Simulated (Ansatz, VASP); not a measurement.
**LiCl in VASP and in Ansatz**

```xyz
2
Lattice="0.0385 2.5648 2.5648 2.6032 0.0000 2.6032 2.5648 2.5648 0.0385" Properties=species:S:1:pos:R:3 pbc="T T T"
Li    0.0000    0.0000    0.0000
Cl    2.6032    2.5648    2.6032
```

Change from the starting cell: strain +0.0300 x Voigt [0, 0, 0, 0, 1, 0], atoms carried along.

Alike in both runs: task single point; functional PBE; k mesh 8 × 8 × 8; occupations gaussian, width 0.05 eV; no spin polarisation.

```csv
,VASP,Ansatz
version,VASP 6.6.1,Ansatz 0.2.0
potentials or method,"VASP PAW PBE potentials, release 64 (Li_sv, Cl), cutoff 520 eV","scalar-relativistic, plane waves, PAW"
valence electrons in the cell,10,10
```

|  | VASP | Ansatz | Ansatz less VASP |
| --- | --- | --- | --- |
| gap on the k mesh at the Fermi level (eV) | 6.24 | 6.23 | -0.012 |
| least direct gap on the mesh (eV) | 6.24 | 6.23 | -0.012 |

Noted on VASP's run: the cutoff is short for stress, so the pressure is rough.
